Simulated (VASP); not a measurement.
# CsTl (CsCl type) (Pm-3m) in VASP: further runs

Runs on CsTl (CsCl type). Level: LDA. Tasks: electric field gradients, density of states.

Everything below comes from runs of VASP 6.6.1. Logs are shortened: lines on timing, memory, paths and dates and some standing lists are left out, and cuts for length are marked.

### 1 The cell of the first run

The structure is cubic, space group Pm-3m (No. 221). Conventional cell: a = 4.344 Å, b = 4.344 Å, c = 4.344 Å, α = 90.00°, β = 90.00°, γ = 90.00°. Cs (site symmetry m-3m) has 8 Tl at 3.76 Å and 6 Cs at 4.34 Å within 4.9 Å. Tl (site symmetry m-3m) has 8 Cs at 3.76 Å and 6 Tl at 4.34 Å within 4.9 Å.

### 2 Electric field gradients, LDA

Contents of INCAR:

```
ALGO = Normal
EDIFF = 1E-8
ENCUT = 520
GGA = CA
ISIF = 2
ISMEAR = -1
LASPH = True
LCHARG = False
LEFG = True
LREAL = False
LWAVE = False
NBANDS = 18
NELM = 80
PREC = Accurate
SIGMA = 0.05
```

Contents of KPOINTS:

```
k-points
0
Gamma
  8 8 8
```

Contents of POSCAR:

```
CsTl
1.0
    4.3441203329      0.0000000000      0.0000000000
    0.0000000000      4.3441203329      0.0000000000
    0.0000000000      0.0000000000      4.3441203329
Cs Tl
1 1
Direct
    0.0000000000      0.0000000000      0.0000000000
    0.5000000000      0.5000000000      0.5000000000
```

Potentials or basis: VASP PAW LDA potentials, release 64 (Cs_sv, Tl_d).

On the command line:

```sh
cat potpaw_LDA.64/Cs_sv/POTCAR potpaw_LDA.64/Tl_d/POTCAR > POTCAR
mpirun -np 1 vasp_std > vasp.out
```

OUTCAR:

```text
EDIFF = 1E-8
   ENCUT = 520
   GGA = CA
   ISIF = 2
   ISMEAR = -1
   LASPH = True
   LREAL = False
   NELM = 80
   PREC = Accurate

 ion  position               nearest neighbor table
   1  0.000  0.000  0.000-
   2  0.500  0.500  0.500-

  LATTYP: Found a simple cubic cell.
 ALAT       =     4.3441203329

  Lattice vectors:

 A1 = (   4.3441203329,   0.0000000000,   0.0000000000)
 A2 = (   0.0000000000,   4.3441203329,   0.0000000000)
 A3 = (   0.0000000000,   0.0000000000,   4.3441203329)

Analysis of symmetry for initial positions (statically):
=====================================================================
 Subroutine PRICEL returns:
 Original cell was already a primitive cell.

 Routine SETGRP: Setting up the symmetry group for a
 simple cubic supercell.

 Subroutine GETGRP returns: Found 48 space group operations
 (whereof 48 operations were pure point group operations)
 out of a pool of 48 trial point group operations.

The static configuration has the point symmetry O_h .

Analysis of symmetry for dynamics (positions and initial velocities):
=====================================================================
 Subroutine PRICEL returns:
 Original cell was already a primitive cell.

 Routine SETGRP: Setting up the symmetry group for a
 simple cubic supercell.

 Subroutine GETGRP returns: Found 48 space group operations
 (whereof 48 operations were pure point group operations)
 out of a pool of 48 trial point group operations.

The dynamic configuration has the point symmetry O_h .

 Subroutine INISYM returns: Found 48 space group operations
 (whereof 48 operations are pure point group operations),
 and found     1 'primitive' translations

----------------------------------------------------------------------------------------

                                     Primitive cell

  volume of cell :      81.9796

  direct lattice vectors                    reciprocal lattice vectors
     4.344120333  0.000000000  0.000000000     0.230196202  0.000000000  0.000000000
     0.000000000  4.344120333  0.000000000     0.000000000  0.230196202  0.000000000
     0.000000000  0.000000000  4.344120333     0.000000000  0.000000000  0.230196202
[... 112 lines left out ...]
   IVDW    =     0    specifies the selected vdW correction
   LEPSILON=     F    determine dielectric tensor
   LRPA    =     F    only Hartree local field effects (RPA)
 non-spin polarized calculation
  energy-cutoff  :      520.00
  volume of cell :       81.98
 maximum number of plane-waves:      2272
   NGX = 17   NGY = 17   NGZ = 17

 number of electron      21.9999999 magnetization

 Free energy of the ion-electron system (eV)
  ---------------------------------------------------
  ext. energy  EPLUGINS =         0.00000000
  ---------------------------------------------------
  free energy    TOTEN  =        -3.84048235 eV

  energy without entropy =       -3.82190068  energy(sigma->0) =       -3.83119151

 E-fermi :   3.4641     XC(G=0):  -8.8681

 val. band max:        3.4340674268   @ k =   0.2500   0.1250   0.0000
 cond. band min:       3.4667009388   @ k =   0.5000   0.3750   0.0000
 fundamental gap:      0.0326335120
 Fermi energy:         3.4640563565

 k-point     1 :       0.0000    0.0000    0.0000
  band No.  band energies     occupation
      1     -18.9468      2.00000
      2      -8.2163      2.00000
      3      -8.2163      2.00000
      4      -8.1602      2.00000
      5      -8.1602      2.00000
      6      -8.1602      2.00000
[... 481 lines left out ...]
      5      -8.1664      2.00000
      6      -8.1038      2.00000
[... 10 lines left out ...]
     17      10.0880      0.00000
     18      10.6527      0.00000

 [... further k-points ...]
[... 5 lines left out ...]
  --------------------------------------------------------------------------------------
  -------------------------------------------------------------------------------------
  Total        0.0009766      0.0009766      0.0009766     -0.0000000     -0.0000000     -0.0000000
  in kB        0.0190855      0.0190855      0.0190855     -0.0000000     -0.0000000     -0.0000000
  external PRESSURE =       0.0190855 kB  Pullay stress =       0.0000000 kB

 VOLUME and BASIS-vectors are now :
 -----------------------------------------------------------------------------
  energy-cutoff  :      520.00
  volume of cell :       81.98
      direct lattice vectors                 reciprocal lattice vectors
     4.344120333  0.000000000  0.000000000     0.230196202  0.000000000  0.000000000
     0.000000000  4.344120333  0.000000000     0.000000000  0.230196202  0.000000000
     0.000000000  0.000000000  4.344120333     0.000000000  0.000000000  0.230196202

 POSITION                                       TOTAL-FORCE (eV/Angst)
 -----------------------------------------------------------------------------------
      0.00000      0.00000      0.00000         0.000000      0.000000      0.000000
      2.17206      2.17206      2.17206         0.000000      0.000000      0.000000
 -----------------------------------------------------------------------------------
    total drift:                                0.000000      0.000000     -0.000000

  FREE ENERGIE OF THE ION-ELECTRON SYSTEM (eV)
  ---------------------------------------------------
  free  energy   TOTEN  =        -3.8404823498 eV

  energy  without entropy=       -3.8219006793  energy(sigma->0) =       -3.83119151

 Electric field gradients (V/A^2)
---------------------------------------------------------------------
 ion       V_xx      V_yy      V_zz      V_xy      V_xz      V_yz
---------------------------------------------------------------------
   1       0.000     0.000    -0.000     0.000    -0.000     0.000
   2       0.000     0.000     0.000    -0.000     0.000    -0.000
---------------------------------------------------------------------

 Electric field gradients after diagonalization (V/A^2)
 (convention: |V_zz| > |V_xx| > |V_yy|)
----------------------------------------------------------------------
 ion       V_xx      V_yy      V_zz     asymmetry (V_yy - V_xx)/ V_zz
----------------------------------------------------------------------
   1       0.000     0.000    -0.000       0.193
   2       0.000     0.000     0.000      -0.150
----------------------------------------------------------------------

           NMR quadrupolar parameters

 Cq : quadrupolar parameter    Cq=e*Q*V_zz/h
 eta: asymmetry parameters     (V_yy - V_xx)/ V_zz
 Q  : nuclear electric quadrupole moment in mb (millibarn)
----------------------------------------------------------------------
 ion       Cq(MHz)       eta       Q (mb)
----------------------------------------------------------------------
   1      -0.000       0.193       1.000
   2       0.000      -0.150       1.000
----------------------------------------------------------------------
```

OSZICAR:

```text
N       E                     dE             d eps       ncg     rms          rms(c)
DAV:   1     0.110913394101E+03    0.11091E+03   -0.10723E+04  1260   0.108E+03
DAV:   2     0.141819548403E+01   -0.10950E+03   -0.10714E+03  1508   0.216E+02
DAV:   3    -0.385638162389E+01   -0.52746E+01   -0.52393E+01  1480   0.391E+01
DAV:   4    -0.389462126066E+01   -0.38240E-01   -0.38228E-01  1590   0.393E+00
DAV:   5    -0.389485160212E+01   -0.23034E-03   -0.23034E-03  1482   0.323E-01    0.104E+00
DAV:   6    -0.385197097049E+01    0.42881E-01   -0.59942E-02  1420   0.159E+00    0.551E-01
DAV:   7    -0.384113090822E+01    0.10840E-01   -0.28405E-02  1446   0.101E+00    0.321E-01
DAV:   8    -0.384049110349E+01    0.63980E-03   -0.22234E-03  1506   0.242E-01    0.431E-02
DAV:   9    -0.384048431254E+01    0.67910E-05   -0.14404E-04  1406   0.746E-02    0.132E-02
DAV:  10    -0.384048257022E+01    0.17423E-05   -0.20549E-05  1404   0.226E-02    0.466E-03
DAV:  11    -0.384048235867E+01    0.21155E-06   -0.17552E-06  1494   0.644E-03    0.135E-03
DAV:  12    -0.384048235099E+01    0.76823E-08   -0.15839E-07  1540   0.205E-03    0.336E-04
DAV:  13    -0.384048234979E+01    0.12033E-08   -0.14792E-08  1110   0.762E-04
   1 F= -.38404823E+01 E0= -.38311915E+01  d E =-.185817E-01
```

Run time: 13 s. Hardware: 1 thread of Intel Xeon Platinum 8488C (Sapphire Rapids), shared host; peak memory 0.18 GiB.

Results:

| Item | Value |
| --- | --- |
| Free energy | -3.8405 eV |
| Pressure | 0.0 GPa |
| Band gap on the k mesh | zero (band 11 reaches 5.38 eV, above the bottom of band 12 at 2.44 eV) |

Levels at points of the mesh, in eV from the Fermi level:
| k point | band 7 | band 8 | band 9 | band 10 | band 11 | band 12 | band 13 | band 14 | band 15 | band 16 |
| --- | --- | --- | --- | --- | --- | --- | --- | --- | --- | --- |
| (0.00, 0.00, 0.00) | -9.07 | -9.07 | -9.07 | -7.06 | 1.91 | 1.91 | 2.87 | 2.87 | 2.87 | 4.67 |
| (0.50, 0.00, 0.00) | -10.01 | -8.91 | -8.91 | -5.56 | -1.61 | 1.74 | 1.74 | 2.50 | 5.93 | 6.49 |
| (0.50, 0.50, 0.00) | -9.66 | -9.66 | -8.91 | -6.11 | 0.46 | 0.46 | 2.21 | 3.52 | 4.52 | 4.52 |
| (0.50, 0.50, 0.50) | -9.35 | -9.35 | -9.35 | -5.36 | -1.02 | -1.02 | -1.02 | 6.34 | 6.34 | 6.34 |

Caveat: without QUAD_EFG the Cq values of the log hold for a quadrupole moment of 1 mb, not for the nuclei; spin-orbit coupling is left out, which moves the levels of the heavy elements.

### 3 Density of states, LDA

POSCAR is that of step 2.

Contents of INCAR.step1:

```
SYSTEM = CsTl
  ALGO = Normal
  EDIFF = 1E-7
  ENCUT = 520
  ISIF = 2
  ISMEAR = -1
  LASPH = .TRUE.
  LCHARG = .TRUE.
  LREAL = .FALSE.
  LWAVE = .FALSE.
  NBANDS = 18
  NELM = 100
  PREC = Accurate
  SIGMA = 0.05
```

Contents of KPOINTS.step1:

```
k-points
0
G
  8 8 8
  0 0 0
```

Contents of INCAR.step2:

```
SYSTEM = CsTl
  ALGO = Normal
  EDIFF = 1E-7
  ENCUT = 520
  ICHARG = 11
  ISIF = 2
  ISMEAR = -5
  LASPH = .TRUE.
  LCHARG = .FALSE.
  LORBIT = 10
  LREAL = .FALSE.
  LWAVE = .FALSE.
  NBANDS = 18
  NEDOS = 2001
  NELM = 100
  PREC = Accurate
  SIGMA = 0.05
```

Contents of KPOINTS.step2:

```
k-points
0
G
  12 12 12
  0 0 0
```

Potentials or basis: VASP PAW LDA potentials, release 64 (Cs_sv, Tl_d).

On the command line:

```sh
cat potpaw_LDA.64/Cs_sv/POTCAR potpaw_LDA.64/Tl_d/POTCAR > POTCAR
cp INCAR.step1 INCAR
cp KPOINTS.step1 KPOINTS
mpirun -np 1 vasp_std > vasp.out
cp INCAR.step2 INCAR
cp KPOINTS.step2 KPOINTS
mpirun -np 1 vasp_std > vasp.out
```

OUTCAR:

```text
SYSTEM = CsTl
   EDIFF = 1E-7
   ENCUT = 520
   ICHARG = 11
   ISIF = 2
   ISMEAR = -5
   LASPH = .TRUE.
   LORBIT = 10
   LREAL = .FALSE.
   NELM = 100
   PREC = Accurate

 ion  position               nearest neighbor table
   1  0.000  0.000  0.000-
   2  0.500  0.500  0.500-

  LATTYP: Found a simple cubic cell.
 ALAT       =     4.3441203329

  Lattice vectors:

 A1 = (   4.3441203329,   0.0000000000,   0.0000000000)
 A2 = (   0.0000000000,   4.3441203329,   0.0000000000)
 A3 = (   0.0000000000,   0.0000000000,   4.3441203329)

Analysis of symmetry for initial positions (statically):
=====================================================================
 Subroutine PRICEL returns:
 Original cell was already a primitive cell.

 Routine SETGRP: Setting up the symmetry group for a
 simple cubic supercell.

 Subroutine GETGRP returns: Found 48 space group operations
 (whereof 48 operations were pure point group operations)
 out of a pool of 48 trial point group operations.

The static configuration has the point symmetry O_h .

Analysis of symmetry for dynamics (positions and initial velocities):
=====================================================================
[... 162 lines left out ...]
 cond. band min:       3.3888956852   @ k =   0.5000   0.4167   0.3333
 fundamental gap:     -0.0793974934
 Fermi energy:         3.4554645536

 k-point     1 :       0.0000    0.0000    0.0000
  band No.  band energies     occupation
      1     -18.9468      2.00000
      2      -8.2168      2.00000
      3      -8.2168      2.00000
      4      -8.1599      2.00000
      5      -8.1599      2.00000
      6      -8.1599      2.00000
[... 481 lines left out ...]
      5      -8.1785      2.00000
      6      -8.1175      2.00000
[... 10 lines left out ...]
     17       9.4014      0.00000
     18       9.8847      0.00000

 [... further k-points ...]
[... 5 lines left out ...]
  --------------------------------------------------------------------------------------
  -------------------------------------------------------------------------------------
  Total       -0.0239645     -0.0239645     -0.0239645      0.0000000      0.0000000      0.0000000
  in kB       -0.4683534     -0.4683534     -0.4683534      0.0000000      0.0000000      0.0000000
  external PRESSURE =      -0.4683534 kB  Pullay stress =       0.0000000 kB

 VOLUME and BASIS-vectors are now :
 -----------------------------------------------------------------------------
  energy-cutoff  :      520.00
  volume of cell :       81.98
      direct lattice vectors                 reciprocal lattice vectors
     4.344120333  0.000000000  0.000000000     0.230196202  0.000000000  0.000000000
     0.000000000  4.344120333  0.000000000     0.000000000  0.230196202  0.000000000
     0.000000000  0.000000000  4.344120333     0.000000000  0.000000000  0.230196202

 POSITION                                       TOTAL-FORCE (eV/Angst)
 -----------------------------------------------------------------------------------
      0.00000      0.00000      0.00000         0.000000      0.000000      0.000000
      2.17206      2.17206      2.17206         0.000000      0.000000      0.000000
 -----------------------------------------------------------------------------------
    total drift:                                0.000000      0.000000     -0.000000

  FREE ENERGIE OF THE ION-ELECTRON SYSTEM (eV)
  ---------------------------------------------------
  free  energy   TOTEN  =        -3.8450742249 eV

  energy  without entropy=       -3.8450742249  energy(sigma->0) =       -3.84507422

 total charge

# of ion       s       p       d       tot
------------------------------------------
    1        1.849   4.625   0.079   6.553
    2        1.185   0.407   9.615  11.207
--------------------------------------------------
tot          3.034   5.033   9.693  17.761
```

OSZICAR.step1:

```text
N       E                     dE             d eps       ncg     rms          rms(c)
DAV:   1     0.110913394101E+03    0.11091E+03   -0.10723E+04  1260   0.108E+03
DAV:   2     0.141819548403E+01   -0.10950E+03   -0.10714E+03  1508   0.216E+02
DAV:   3    -0.385638162389E+01   -0.52746E+01   -0.52393E+01  1480   0.391E+01
DAV:   4    -0.389462126066E+01   -0.38240E-01   -0.38228E-01  1590   0.393E+00
DAV:   5    -0.389485160212E+01   -0.23034E-03   -0.23034E-03  1482   0.323E-01    0.104E+00
DAV:   6    -0.385197097049E+01    0.42881E-01   -0.59942E-02  1420   0.159E+00    0.551E-01
DAV:   7    -0.384113090822E+01    0.10840E-01   -0.28405E-02  1446   0.101E+00    0.321E-01
DAV:   8    -0.384049110349E+01    0.63980E-03   -0.22234E-03  1506   0.242E-01    0.431E-02
DAV:   9    -0.384048431254E+01    0.67910E-05   -0.14404E-04  1406   0.746E-02    0.132E-02
DAV:  10    -0.384048257022E+01    0.17423E-05   -0.20549E-05  1404   0.226E-02    0.466E-03
DAV:  11    -0.384048235867E+01    0.21155E-06   -0.17552E-06  1494   0.644E-03    0.135E-03
DAV:  12    -0.384048235116E+01    0.75113E-08   -0.15695E-07  1372   0.205E-03
   1 F= -.38404824E+01 E0= -.38311916E+01  d E =-.185815E-01
```

It took 30 s on 1 thread of Intel Xeon Platinum 8488C (Sapphire Rapids), shared host; peak memory 0.24 GiB.

Results:

| Item | Value |
| --- | --- |
| Valence electrons inside the program's atomic spheres | Cs 6.55; Tl 11.21 |

Levels at points of the mesh, in eV from the Fermi level:
| k point | band 9 | band 10 | band 11 | band 12 | band 13 | band 14 |
| --- | --- | --- | --- | --- | --- | --- |
| (0.00, 0.00, 0.00) | -9.06 | -7.05 | 1.92 | 1.92 | 2.88 | 2.88 |
| (0.50, 0.00, 0.00) | -8.91 | -5.56 | -1.60 | 1.75 | 1.75 | 2.51 |
| (0.50, 0.50, 0.00) | -8.90 | -6.10 | 0.47 | 0.47 | 2.22 | 3.53 |
| (0.50, 0.50, 0.50) | -9.34 | -5.35 | -1.01 | -1.01 | -1.01 | 6.35 |

Caveat: spin-orbit coupling is left out, which moves the levels of the heavy elements; tetrahedron occupations give inexact forces and stress in metals.
